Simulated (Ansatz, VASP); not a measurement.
## KCl: VASP beside Ansatz

POSCAR

```
KCl
1.0
    3.9857477641      0.0000000000      0.0000000000
    0.0000000000      3.9857477641      0.0000000000
    0.0000000000      0.0000000000      3.7711682885
K Cl
1 1
Direct
    0.0000000000      0.0000000000      0.0000000000
    0.5000000000      0.5000000000      0.5000000000
```

INCAR.step1

```
PREC = Accurate
ENCUT = 520
EDIFF = 1E-5
ISMEAR = 0
SIGMA = 0.01
LREAL = F
LASPH = T
NELM = 100
ALGO = Normal
ISIF = 2
LWAVE = T
NBANDS = 15
GGA = PE
```

INCAR.step2

```
PREC = Accurate
ENCUT = 520
EDIFF = 1E-6
ISMEAR = 0
SIGMA = 0.01
LREAL = F
LASPH = T
NELM = 100
ALGO = Normal
ISIF = 2
LWAVE = F
LCHARG = T
GGA = PE
LHFCALC = T
HFSCREEN = 0.2079
PRECFOCK = Normal
LELF = T
LVHAR = T
NBANDS = 15
ISTART = 1
```

File KPOINTS:

```
Automatic mesh
0
Gamma
  6 6 6
```

Input for Ansatz:

```yaml
crystal:
  lattice:
    - [3.9857477641, 0.0, 0.0]
    - [0.0, 3.9857477641, 0.0]
    - [0.0, 0.0, 3.7711682885]
  atoms:
    - { symbol: K, position: [0.0, 0.0, 0.0] }
    - { symbol: Cl, position: [0.5, 0.5, 0.5] }
kpoints:
  mp_grid: { grid: [6, 6, 6] }
  band_path:
    path: [[0.0, 0.0, 0.0], [0.0, 0.5, 0.0], [0.5, 0.5, 0.0], [0.5, 0.5, 0.5]]
    npoints: 1
hamiltonian:
  xc: hse06
scf:
  occupations: { method: fixed }
  n_extra_bands: 4
output:
  forces: true
  stress: true
  eigenvalues: true
```

Change from the starting cell: biaxial_xy strain +5.7%.

Alike in both runs: task single point; functional HSE06; k mesh 6 × 6 × 6; no spin polarisation.

```csv
,VASP,Ansatz
version,VASP 6.6.1,Ansatz 0.2.0
potentials or method,"VASP PAW PBE potentials, release 64 (K_sv, Cl)","plane waves, PAW"
plane-wave cutoff (eV),520,420
occupations,"gaussian, width 0.01 eV",fixed
valence electrons in the cell,16,16
```

Ansatz gave:

```
gap on the k mesh at the Fermi level (eV)                     : 5.67
pressure (GPa)                                                : -1.3
traceless stress, the component that is largest in VASP (GPa) : 1.53
```

Task: What did VASP give for the same quantities?

Result: gap on the k mesh at the Fermi level (eV): 5.68; pressure (GPa): -1.3; traceless stress, the component that is largest in VASP (GPa): 1.53.

Ansatz's warnings: stress exchange threshold loose, stress scf threshold loose.
